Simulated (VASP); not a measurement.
# CdSe in VASP: settings compared

The runs below take CdSe through single point, with r2SCAN, PBE.

All numbers are computed with VASP 6.6.1; they aren't measurements. Logs are shortened: lines on timing, memory, paths and dates and some standing lists are left out, and cuts for length are marked.

## Step 1: The cell of the first run

Symmetry: P6_3mc, No. 186, hexagonal system. The conventional cell has a = 4.319 Å, b = 4.319 Å, c = 7.041 Å, α = 90.00°, β = 90.00°, γ = 120.00°. Within 3.5 Å of Cd (site symmetry 3m) lie 4 Se at 2.64 to 2.65 Å. Within 3.5 Å of Se (site symmetry 3m) lie 4 Cd at 2.64 to 2.65 Å.

## Step 2: Single point, r2SCAN (strain -0.5%)

POSCAR

```
CdSe
1.0
    4.3190200441      0.0000000000      0.0000000000
   -2.1595100220      3.7403810776      0.0000000000
    0.0000000000      0.0000000000      7.0412627541
Cd Se
2 2
Direct
    0.3333333333      0.6666666667     -0.0004760036
    0.6666666667      0.3333333333      0.4995239964
    0.3333333333      0.6666666667      0.3754760036
    0.6666666667      0.3333333333      0.8754760036
```

INCAR.step1

```
SYSTEM = CdSe
  PREC = Accurate
  ENCUT = 520
  ISMEAR = 0
  SIGMA = 0.01
  LREAL = .False.
  LASPH = .True.
  NELM = 100
  NBANDS = 26
  GGA = PE
  ALGO = Normal
  EDIFF = 1E-4
  LWAVE = .True.
  LCHARG = .False.
```

INCAR.step2

```
SYSTEM = CdSe
  PREC = Accurate
  ENCUT = 520
  EDIFF = 1E-6
  ISMEAR = 0
  SIGMA = 0.01
  LREAL = .False.
  LASPH = .True.
  NELM = 100
  ALGO = Normal
  ISIF = 2
  LWAVE = .False.
  LCHARG = .True.
  METAGGA = R2SCAN
  LMIXTAU = .True.
  LELF = .True.
  LVHAR = .True.
  NBANDS = 26
  ISTART = 1
```

KPOINTS

```
Automatic mesh
0
Gamma
  12 12 4
  0 0 0
```

Potentials or basis: VASP PAW PBE potentials, release 64 (Cd, Se).

Started as:

```sh
cat potpaw_PBE.64/Cd/POTCAR potpaw_PBE.64/Se/POTCAR > POTCAR
cp INCAR.step1 INCAR
mpirun -np 1 vasp_std > vasp.out
cp INCAR.step2 INCAR
mpirun -np 1 vasp_std > vasp.out
```

OUTCAR:

```text
SYSTEM = CdSe
   PREC = Accurate
   ENCUT = 520
   EDIFF = 1E-6
   ISMEAR = 0
   LREAL = .False.
   LASPH = .True.
   NELM = 100
   ISIF = 2
   METAGGA = R2SCAN
   ISTART = 1

 ion  position               nearest neighbor table
   1  0.333  0.667  1.000-   4 2.64   4 2.64   4 2.64   3 2.65
   2  0.667  0.333  0.500-   3 2.64   3 2.64   3 2.64   4 2.65
   3  0.333  0.667  0.375-   2 2.64   2 2.64   2 2.64   1 2.65
   4  0.667  0.333  0.875-   1 2.64   1 2.64   1 2.64   2 2.65

  LATTYP: Found a hexagonal cell.
 ALAT       =     4.3190200441
 C/A-ratio  =     1.6302917519

  Lattice vectors:

 A1 = (   4.3190200441,   0.0000000000,   0.0000000000)
 A2 = (  -2.1595100220,   3.7403810776,   0.0000000000)
 A3 = (   0.0000000000,   0.0000000000,   7.0412627541)

Analysis of symmetry for initial positions (statically):
=====================================================================
 Subroutine PRICEL returns:
 Original cell was already a primitive cell.

 Routine SETGRP: Setting up the symmetry group for a
 hexagonal supercell.

 Subroutine GETGRP returns: Found 12 space group operations
 (whereof  6 operations were pure point group operations)
 out of a pool of 24 trial point group operations.

The static configuration has the point symmetry C_3v.
 The point group associated with its full space group is C_6v.

Analysis of symmetry for dynamics (positions and initial velocities):
=====================================================================
 Subroutine PRICEL returns:
 Original cell was already a primitive cell.

 Routine SETGRP: Setting up the symmetry group for a
 hexagonal supercell.

 Subroutine GETGRP returns: Found 12 space group operations
 (whereof  6 operations were pure point group operations)
 out of a pool of 24 trial point group operations.

The dynamic configuration has the point symmetry C_3v.
 The point group associated with its full space group is C_6v.

 Subroutine INISYM returns: Found 12 space group operations
 (whereof  6 operations are pure point group operations),
 and found     1 'primitive' translations

----------------------------------------------------------------------------------------

                                     Primitive cell

  volume of cell :     113.7501

  direct lattice vectors                    reciprocal lattice vectors
     4.319020044  0.000000000  0.000000000     0.231534003  0.133676219  0.000000000
    -2.159510022  3.740381078  0.000000000     0.000000000  0.267352438  0.000000000
     0.000000000  0.000000000  7.041262754     0.000000000  0.000000000  0.142019981

  length of vectors
     4.319020044  4.319020044  7.041262754     0.267352438  0.267352438  0.142019981

  position of ions in fractional coordinates (direct lattice)
     0.333333333  0.666666667  0.999523996
     0.666666667  0.333333333  0.499523996
     0.333333333  0.666666667  0.375476004
     0.666666667  0.333333333  0.875476004

  ion indices of the primitive-cell ions
   primitive index   ion index
                 1           1
                 2           2
                 3           3
                 4           4

----------------------------------------------------------------------------------------

 KPOINTS: Automatic mesh

Automatic generation of k-mesh.
 Grid dimensions read from file:
 generate k-points for:   12   12    4

 Generating k-lattice:

  Cartesian coordinates                     Fractional coordinates (reciprocal lattice)
     0.019294500  0.011139685  0.000000000     0.083333333 -0.000000000  0.000000000
     0.000000000  0.022279370  0.000000000     0.000000000  0.083333333  0.000000000
     0.000000000  0.000000000  0.035504995     0.000000000  0.000000000  0.250000000

  Length of vectors
     0.022279370  0.022279370  0.035504995

  Shift w.r.t. Gamma in fractional coordinates (k-lattice)
     0.000000000  0.000000000  0.000000000

 Subroutine IBZKPT returns following result:
 ===========================================

 Found     57 irreducible k-points:

 Following reciprocal coordinates:
            Coordinates               Weight
  0.000000  0.000000  0.000000      1.000000
  0.083333  0.000000  0.000000      6.000000
  0.166667 -0.000000  0.000000      6.000000
  0.250000 -0.000000  0.000000      6.000000
  0.333333 -0.000000  0.000000      6.000000
  0.416667  0.000000  0.000000      6.000000
[... 16 lines left out ...]
  0.250000 -0.000000  0.250000     12.000000
  0.333333 -0.000000  0.250000     12.000000
 [... further k-points ...]
   k-points           NKPTS =     57   k-points in BZ     NKDIM =     57   number of bands    NBANDS=     26
   number of dos      NEDOS =    301   number of ions     NIONS =      4
   total plane-waves  NPLWV =  55296
   dimension x,y,z NGX =    32 NGY =   32 NGZ =   54
   dimension x,y,z NGXF=    64 NGYF=   64 NGZF=  108
   ions per type =               2   2
   NGX,Y,Z   is equivalent  to a cutoff of  12.32, 12.32, 12.75 a.u.
   NGXF,Y,Z  is equivalent  to a cutoff of  24.63, 24.63, 25.50 a.u.
 SYSTEM =  CdSe
   PREC   = accura    normal or accurate (medium, high low for compatibility)
   ISTART =      1    job   : 0-new  1-cont  2-samecut
   ICHARG =      0    charge: 1-file 2-atom 10-const
   ISPIN  =      1    spin polarized calculation?
   LNONCOLLINEAR =      F non collinear calculations
   LSORBIT =      F    spin-orbit coupling
   LASPH  =      T    aspherical Exc in radial PAW
   ENCUT  =  520.0 eV  38.22 Ry    6.18 a.u.   8.03  8.03 13.09*2*pi/ulx,y,z
   NELM   =    100;   NELMIN=  2; NELMDL=  0     # of ELM steps
   EDIFF  = 0.1E-05   stopping-criterion for ELM
   LREAL  =      F    real-space projection
   EDIFFG = 0.1E-04   stopping-criterion for IOM
   NSW    =      0    number of steps for IOM
   IBRION =     -1    ionic relax: 0-MD 1-quasi-New 2-CG
   NFREE  =      0    steps in history (QN), initial steepest desc. (CG)
   ISIF   =      2    stress and relaxation
   ISYM   =      2    0-nonsym 1-usesym 2-fastsym
   POTIM  = 0.5000    time-step for ionic-motion
   TEBEG  =    0.0;   TEEND  =   0.0 temperature during run
   PSTRESS=    0.0 pullay stress
   NELECT =      36.0000    total number of electrons
   NUPDOWN=      -1.0000    fix difference up-down
   EMIN   =  10.00;   EMAX   =-10.00  energy-range for DOS
   EFERMI =   0.00;   METHOD = LEGACY
   ISMEAR =     0;   SIGMA  =   0.01  broadening in eV -4-tet -1-fermi 0-gaus
   EFERMI_NEDOS =   21; number of points for ismear=-14 and -15
   IALGO  =     38    algorithm
   IMIX   =      4    mixing-type and parameters
     AMIX     =   0.40;   BMIX     =  1.00
     AMIX_MAG =   1.60;   BMIX_MAG =  1.00
  volume/ion in A,a.u.               =      28.44       191.91
  Fermi-wavevector in a.u.,A,eV,Ry     =   1.115643  2.108259 16.934608  1.244659
  Thomas-Fermi vector in A             =   2.252249
   LORBIT       =      0    0 simple, 1 ext, 2 COOP (PROOUT), +10 PAW based schemes
   METAGGA = R2SCAN    functional components
   LHFCALC =     F    Hartree Fock is set to
   AEXX    =    0.0000 exact exchange contribution
   IVDW    =     0    specifies the selected vdW correction
   LEPSILON=     F    determine dielectric tensor
   LRPA    =     F    only Hartree local field effects (RPA)
 non-spin polarized calculation
 Gauss-broadening in eV      SIGMA  =   0.01
  energy-cutoff  :      520.00
  volume of cell :      113.75
 maximum number of plane-waves:      3090
   NGX = 17   NGY = 17   NGZ = 27

 number of electron      35.9999997 magnetization

 Free energy of the ion-electron system (eV)
  ---------------------------------------------------
  ext. energy  EPLUGINS =         0.00000000
  ---------------------------------------------------
  free energy    TOTEN  =       -71.82590465 eV

  energy without entropy =      -71.82590465  energy(sigma->0) =      -71.82590465

 E-fermi :   0.6025     XC(G=0):  -9.3684

 val. band max:        0.5590131257   @ k =   0.0000   0.0000   0.0000
 cond. band min:       1.6899141668   @ k =   0.0000   0.0000   0.0000
 fundamental gap:      1.1309010411
 Fermi energy:         0.6025192903

 k-point     1 :       0.0000    0.0000    0.0000
  band No.  band energies     occupation
      1     -12.4035      2.00000
      2     -12.0279      2.00000
      3      -7.5617      2.00000
      4      -7.5558      2.00000
      5      -7.5558      2.00000
      6      -7.4842      2.00000
[... 18 lines left out ...]
     25       8.1278      0.00000
     26       8.6762      0.00000

 k-point     2 :       0.0833    0.0000    0.0000
  band No.  band energies     occupation
      1     -12.3818      2.00000
      2     -12.0178      2.00000
      3      -7.5556      2.00000
      4      -7.5476      2.00000
      5      -7.5376      2.00000
      6      -7.4744      2.00000
[... 18 lines left out ...]
     25       8.2984      0.00000
     26       8.5317      0.00000

 k-point     3 :       0.1667   -0.0000    0.0000
  band No.  band energies     occupation
      1     -12.3213      2.00000
      2     -11.9913      2.00000
      3      -7.5357      2.00000
      4      -7.5264      2.00000
      5      -7.4869      2.00000
      6      -7.4437      2.00000
[... 18 lines left out ...]
     25       8.2158      0.00000
     26       8.7694      0.00000

 k-point     4 :       0.2500   -0.0000    0.0000
  band No.  band energies     occupation
      1     -12.2350      2.00000
      2     -11.9577      2.00000
      3      -7.5110      2.00000
      4      -7.5004      2.00000
      5      -7.4193      2.00000
      6      -7.4017      2.00000
[... 18 lines left out ...]
     25       8.5503      0.00000
     26       9.0207      0.00000

 k-point     5 :       0.3333   -0.0000    0.0000
  band No.  band energies     occupation
      1     -12.1423      2.00000
      2     -11.9296      2.00000
      3      -7.4902      2.00000
      4      -7.4789      2.00000
      5      -7.3692      2.00000
      6      -7.3612      2.00000
[... 18 lines left out ...]
     25       8.8642      0.00000
     26       9.4004      0.00000

 k-point     6 :       0.4167    0.0000    0.0000
  band No.  band energies     occupation
      1     -12.0665      2.00000
      2     -11.9165      2.00000
      3      -7.4779      2.00000
      4      -7.4664      2.00000
      5      -7.3328      2.00000
      6      -7.3298      2.00000
[... 427 lines left out ...]
 k-point    21 :       0.0833    0.0000    0.2500
  band No.  band energies     occupation
      1     -12.3279      2.00000
      2     -12.0700      2.00000
      3      -7.5389      2.00000
      4      -7.5387      2.00000
      5      -7.5022      2.00000
      6      -7.4863      2.00000
[... 18 lines left out ...]
     25       7.9901      0.00000
     26       8.2733      0.00000

 k-point    22 :       0.1667   -0.0000    0.2500
  band No.  band energies     occupation
      1     -12.2718      2.00000
      2     -12.0379      2.00000
      3      -7.5187      2.00000
      4      -7.5157      2.00000
      5      -7.4690      2.00000
      6      -7.4568      2.00000
[... 18 lines left out ...]
     25       8.3730      0.00000
     26       8.4448      0.00000

 k-point    23 :       0.2500   -0.0000    0.2500
  band No.  band energies     occupation
      1     -12.1924      2.00000
      2     -11.9959      2.00000
      3      -7.4976      2.00000
      4      -7.4866      2.00000
      5      -7.4298      2.00000
      6      -7.4168      2.00000
[... 18 lines left out ...]
     25       8.4671      0.00000
     26       9.0871      0.00000

 k-point    24 :       0.3333   -0.0000    0.2500
  band No.  band energies     occupation
      1     -12.1085      2.00000
      2     -11.9578      2.00000
      3      -7.4816      2.00000
      4      -7.4614      2.00000
      5      -7.3950      2.00000
      6      -7.3778      2.00000
[... 18 lines left out ...]
     25       8.5654      0.00000
     26       9.7143      0.00000

 [... further k-points ...]
[... 5 lines left out ...]
  --------------------------------------------------------------------------------------
  -------------------------------------------------------------------------------------
  Total        0.7406562      0.7406562      0.7669400      0.0000000      0.0000000      0.0000000
  in kB       10.4321929     10.4321929     10.8024023      0.0000000      0.0000000      0.0000000
  external PRESSURE =      10.5555960 kB  Pullay stress =       0.0000000 kB

 VOLUME and BASIS-vectors are now :
 -----------------------------------------------------------------------------
  energy-cutoff  :      520.00
  volume of cell :      113.75
      direct lattice vectors                 reciprocal lattice vectors
     4.319020044  0.000000000  0.000000000     0.231534003  0.133676219  0.000000000
    -2.159510022  3.740381078  0.000000000     0.000000000  0.267352438  0.000000000
     0.000000000  0.000000000  7.041262754     0.000000000  0.000000000  0.142019981

 POSITION                                       TOTAL-FORCE (eV/Angst)
 -----------------------------------------------------------------------------------
     -0.00000      2.49359      7.03791         0.000000      0.000000      0.000758
      2.15951      1.24679      3.51728        -0.000000     -0.000000      0.000758
     -0.00000      2.49359      2.64383         0.000000      0.000000     -0.000758
      2.15951      1.24679      6.16446         0.000000      0.000000     -0.000758
 -----------------------------------------------------------------------------------
    total drift:                               -0.000000      0.000000     -0.003750

  FREE ENERGIE OF THE ION-ELECTRON SYSTEM (eV)
  ---------------------------------------------------
  free  energy   TOTEN  =       -71.8259046454 eV

  energy  without entropy=      -71.8259046454  energy(sigma->0) =      -71.82590465
```

It took 3.6 min on 1 thread of Intel Xeon 6975P-C (Granite Rapids), shared host; peak memory 0.33 GiB.

Results:

| Item | Value |
| --- | --- |
| Free energy | -71.8259 eV |
| Pressure | 1.1 GPa |
| Band gap on the k mesh | 1.13 eV |

Caveat: the cell differs from its parent crystal (strain -0.5%); the PAW data sets were made with another functional, which shifts forces and pressure a little. A k mesh can miss the band edges.

## Step 3: Single point, r2SCAN (uniaxial z strain +2.0%)

POSCAR

```
CdSe
1.0
    4.3407236624      0.0000000000      0.0000000000
   -2.1703618312      3.7591769624      0.0000000000
    0.0000000000      0.0000000000      7.2181789037
Cd Se
2 2
Direct
    0.3333333333      0.6666666667      0.0015566781
    0.6666666667      0.3333333333      0.5015566781
    0.3333333333      0.6666666667      0.3734433219
    0.6666666667      0.3333333333      0.8734433219
```

INCAR.step1

```
  PREC = Accurate
  ENCUT = 520
  ISMEAR = 0
  SIGMA = 0.01
  LREAL = False
  LASPH = True
  NELM = 60
  NBANDS = 26
  GGA = PE
  ALGO = Normal
  EDIFF = 1E-4
  LWAVE = True
  LCHARG = False
```

INCAR.step2

```
  PREC = Accurate
  ENCUT = 520
  EDIFF = 1E-6
  ISMEAR = 0
  SIGMA = 0.01
  LREAL = False
  LASPH = True
  NELM = 60
  ALGO = Normal
  ISIF = 2
  LWAVE = False
  LCHARG = False
  METAGGA = R2SCAN
  LMIXTAU = True
  NBANDS = 26
  ISTART = 1
```

KPOINTS

```
Automatic mesh
0
Gamma
  12 12 4
```

Potentials or basis: VASP PAW PBE potentials, release 64 (Cd, Se).

Started as:

```sh
cat potpaw_PBE.64/Cd/POTCAR potpaw_PBE.64/Se/POTCAR > POTCAR
cp INCAR.step1 INCAR
mpirun -np 1 vasp_std > vasp.out
cp INCAR.step2 INCAR
mpirun -np 1 vasp_std > vasp.out
```

It took 4.2 min on 1 thread of Intel Xeon 6975P-C (Granite Rapids), shared host; peak memory 0.33 GiB.

Results (log left out):

| Quantity | Value |
| --- | --- |
| Free energy | -71.8250 eV |
| Pressure | -0.8 GPa |
| Band gap on the k mesh | 1.01 eV |

Forces on the atoms (eV/Å):
```
Cd   0.000  0.000 -0.003
Cd   0.000  0.000 -0.003
Se   0.000  0.000  0.003
Se   0.000  0.000  0.003
```

Stress tensor (GPa, compression positive):
```
-0.48  0.00  0.00
 0.00 -0.48  0.00
 0.00  0.00 -1.36
```

Levels at points of the mesh, in eV from the valence-band top:
```csv
k point,band 15,band 16,band 17,band 18,band 19,band 20,band 21,band 22
"(0.00, 0.00, 0.00)",-0.69,-0.12,0.00,0.00,1.01,2.72,6.43,6.43
"(0.50, 0.00, 0.00)",-2.54,-1.71,-1.29,-0.71,3.52,3.76,4.99,6.31
"(0.00, 0.00, 0.50)",-0.36,-0.36,-0.36,-0.36,2.75,2.75,6.16,6.16
"(0.50, 0.00, 0.50)",-1.36,-1.36,-1.24,-1.24,3.24,3.24,5.24,5.24
```

Caveat: the cell differs from its parent crystal (uniaxial z strain +2.0%); the PAW data sets were made with another functional, which shifts forces and pressure a little.

## Step 4: Single point, PBE (shear xy strain -2.0%)

INCAR

```
SYSTEM = CdSe
PREC = Accurate
ENCUT = 520
EDIFF = 1E-6
ISMEAR = -1
SIGMA = 0.02
LREAL = .False.
LASPH = .True.
NELM = 100
ALGO = Normal
ISIF = 2
LWAVE = .False.
LCHARG = .False.
GGA = PE
NBANDS = 26
```

KPOINTS

```
regular mesh
0
Gamma
  12 12 4
  0 0 0
```

POSCAR

```
CdSe
1.0
    4.3407236660     -0.0434072366      0.0000000000
   -2.2079536027      3.7808805839      0.0000000000
    0.0000000000      0.0000000000      7.0766459791
Cd Se
2 2
Direct
    0.3321115734      0.6665256187     -0.0004631248
    0.6678884266      0.3334743813      0.4995368752
    0.3395684902      0.6669046341      0.3754631248
    0.6604315098      0.3330953659      0.8754631248
```

Started as:

```sh
cat potpaw_PBE.64/Cd/POTCAR potpaw_PBE.64/Se/POTCAR > POTCAR
mpirun -np 1 vasp_std > vasp.out
```

It took 3.3 min on 1 thread of Intel Xeon 6975P-C (Granite Rapids), shared host; peak memory 0.67 GiB.

Results (log left out):

```
Free energy            : -10.9716 eV
Pressure               : 1.7 GPa
Band gap on the k mesh : 0.57 eV
```

Forces on the atoms (eV/Å):
```
Cd   0.000  0.000  0.002
Cd   0.000  0.000  0.002
Se   0.002  0.000 -0.002
Se  -0.002  0.000 -0.002
```

Stress tensor (GPa, compression positive):
```
1.70 0.26 0.00
0.26 1.71 0.00
0.00 0.00 1.77
```

Levels at points of the mesh, in eV from the valence-band top:
| k point | band 15 | band 16 | band 17 | band 18 | band 19 | band 20 | band 21 | band 22 |
| --- | --- | --- | --- | --- | --- | --- | --- | --- |
| (0.00, 0.00, 0.00) | -0.71 | -0.08 | -0.07 | 0.00 | 0.57 | 2.13 | 5.74 | 5.91 |
| (0.50, 0.00, 0.00) | -2.58 | -1.88 | -1.27 | -0.81 | 3.03 | 3.19 | 4.67 | 6.11 |
| (0.00, 0.50, 0.00) | -2.58 | -1.81 | -1.30 | -0.75 | 3.13 | 3.30 | 4.75 | 6.02 |
| (0.50, 0.50, 0.00) | -2.58 | -1.74 | -1.34 | -0.70 | 3.22 | 3.40 | 4.83 | 5.94 |
| (0.00, 0.00, 0.50) | -0.46 | -0.46 | -0.37 | -0.37 | 2.29 | 2.29 | 5.78 | 5.78 |
| (0.50, 0.00, 0.50) | -1.39 | -1.39 | -1.34 | -1.34 | 2.87 | 2.87 | 4.77 | 4.77 |
| (0.00, 0.50, 0.50) | -1.35 | -1.35 | -1.31 | -1.31 | 2.89 | 2.89 | 4.81 | 4.81 |
| (0.50, 0.50, 0.50) | -1.33 | -1.33 | -1.25 | -1.25 | 2.91 | 2.91 | 4.85 | 4.85 |

Caveat: the cell differs from its parent crystal (shear xy strain -2.0%); semilocal functionals underestimate gaps, and a narrow one can read as zero.

## Step 5: Overview

| level | cell | smearing | gap on the mesh (eV) | pressure (GPa) |
| --- | --- | --- | --- | --- |
| r2SCAN | a = 4.319, b = 4.319, c = 7.041 Å, angles 90.0, 90.0, 120.0°, 4 atoms, strain -0.5% | gaussian 0.01 eV | 1.13 | 1.1 |
| r2SCAN | a = 4.341, b = 4.341, c = 7.218 Å, angles 90.0, 90.0, 120.0°, 4 atoms, uniaxial z strain +2.0% | gaussian 0.01 eV | 1.01 | -0.8 |
| PBE | a = 4.341, b = 4.378, c = 7.077 Å, angles 90.0, 90.0, 120.9°, 4 atoms, shear xy strain -2.0% | fermi-dirac 0.02 eV | 0.57 | 1.7 |

Alike in all rows: task single point; potentials or basis VASP PAW PBE potentials, release 64 (Cd, Se); no spin polarisation; k mesh 12 × 12 × 4; cutoff (eV) 520.

Caveats: the PAW data sets were made with another functional, which shifts forces and pressure a little (at least some runs); semilocal functionals underestimate gaps, and a narrow one can read as zero (at least some runs).

Absolute energies hang on the potentials; compare differences alone.
